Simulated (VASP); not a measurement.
C, 10 atoms in the cell. The typed cell holds 10 atoms: a = 3.650 Å, b = 2.465 Å, c = 11.651 Å, α = 103.25°, β = 76.90°, γ = 90.00°.  This cell differs from its parent crystal: the part above a cut slid along it.

- Program: VASP 6.6.1
- Task: single point
- Functional: PBE
- Dispersion: D3(BJ)
- Potentials or basis: VASP PAW PBE potentials, release 64 (C)
- Cutoff: 520 eV
- k mesh: 7 × 11 × 3
- Occupations: gaussian, width 0.05 eV
- Spin: no spin polarisation
- Dipole correction: no
- Further INCAR settings: ALGO = Normal; EDIFF = 1e-07; NBANDS = 31

Potentials or basis: VASP PAW PBE potentials, release 64 (C).

The run is started by

```console
$ cat potpaw_PBE.64/C/POTCAR > POTCAR
$ mpirun -np 1 vasp_std > vasp.out
```

Hardware: 1 thread of Intel Xeon 8259CL, on a shared host.

Task: How long does it take, and how much memory?

Result: Run time: 8.5 min on 1 thread of Intel Xeon 8259CL, on a shared host, peak memory 0.36 GiB. Counts: scf iterations 15, k points 116.
